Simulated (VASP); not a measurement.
A run of VASP 6.6.1 is set up as follows.

The input INCAR:

```
SYSTEM = CaB6
PREC = Accurate
ENCUT = 520
EDIFF = 1E-6
ISMEAR = 0
SIGMA = 0.01
LREAL = .FALSE.
LASPH = .TRUE.
NELM = 60
ALGO = Normal
ISIF = 2
LWAVE = .FALSE.
LCHARG = .TRUE.
GGA = PE
LELF = .TRUE.
LVHAR = .TRUE.
NBANDS = 23
```

The input KPOINTS:

```
Automatic mesh
0
G
  8 8 8
  0 0 0
```

Contents of POSCAR:

```
CaB6
1.0
    4.0630610948      0.0000000000      0.0000000000
    0.0000000000      4.0630610948      0.0000000000
    0.0000000000      0.0000000000      4.0630610948
Ca B
1 6
Direct
    0.5000000000      0.5000000000      0.5000000000
    0.0000000000      0.0000000000      0.2992473964
    0.0000000000      0.0000000000      0.7007526036
    0.2992473964      0.0000000000      0.0000000000
    0.7007526036      0.0000000000      0.0000000000
    0.0000000000      0.2992473964      0.0000000000
    0.0000000000      0.7007526036      0.0000000000
```

Potentials or basis: VASP PAW PBE potentials, release 64 (Ca_sv, B).

Run with:

```console
$ cat potpaw_PBE.64/Ca_sv/POTCAR potpaw_PBE.64/B/POTCAR > POTCAR
$ mpirun -np 1 vasp_std > vasp.out
```

(1) Estimate the largest force.

(2) Estimate the pressure.

(3) What does it give for the band gap on the k mesh?

## Answers

(1) 0.023 eV/Å.

(2) 10.5 GPa.

(3) 0.02 eV.

Caveat: the cell stands under pressure.
